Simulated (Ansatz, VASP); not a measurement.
# Cs in VASP and in Ansatz

File INCAR:

```
SYSTEM = Cs
PREC = Accurate
ENCUT = 520
EDIFF = 1E-7
ISMEAR = -1
SIGMA = 0.08
LREAL = .False.
LASPH = .True.
NELM = 80
ALGO = Normal
ISIF = 2
LWAVE = .False.
LCHARG = .False.
GGA = PE
NBANDS = 10
```

The input KPOINTS:

```
regular mesh
0
Gamma
  8 8 8
  0 0 0
```

The input POSCAR:

```
Cs
1.0
    4.3412542476      0.0000000000      0.0000000000
    0.0000000000      4.3412542476      0.0000000000
    0.0000000000      0.0000000000      4.3412542476
Cs
1
Direct
    0.0000000000      0.0000000000      0.0000000000
```

Input for Ansatz:

```yaml
crystal:
  lattice:
    - [4.3412542476, 0.0, 0.0]
    - [0.0, 4.3412542476, 0.0]
    - [0.0, 0.0, 4.3412542476]
  atoms:
    - { symbol: Cs, position: [0.0, 0.0, 0.0] }
kpoints:
  mp_grid: { grid: [8, 8, 8] }
scf:
  occupations: { method: fermi_dirac, width: 0.08 }
hamiltonian:
  xc: pbe
  pseudopotentials: { kind: all_electron, lapw: { basis_error: 0.001 } }
output:
  forces: true
  stress: true
  eigenvalues: true
  populations: true
```

Change from the starting cell: volume scaled by 0.65, LAPW.

Alike in both runs: task single point; functional PBE; k mesh 8 × 8 × 8; occupations fermi-dirac, width 0.08 eV; no spin polarisation.

```csv
,VASP,Ansatz
version,VASP 6.6.1,Ansatz 0.2.0
potentials or method,"VASP PAW PBE potentials, release 64 (Cs_sv), cutoff 520 eV","all-electron LAPW, scalar-relativistic"
```

```tsv
	VASP	Ansatz	Ansatz less VASP
pressure (GPa)	1.2	1.2	+0.01
```

Ansatz ran all-electron here, and VASP with PAW potentials.

Spin-orbit coupling is off throughout.
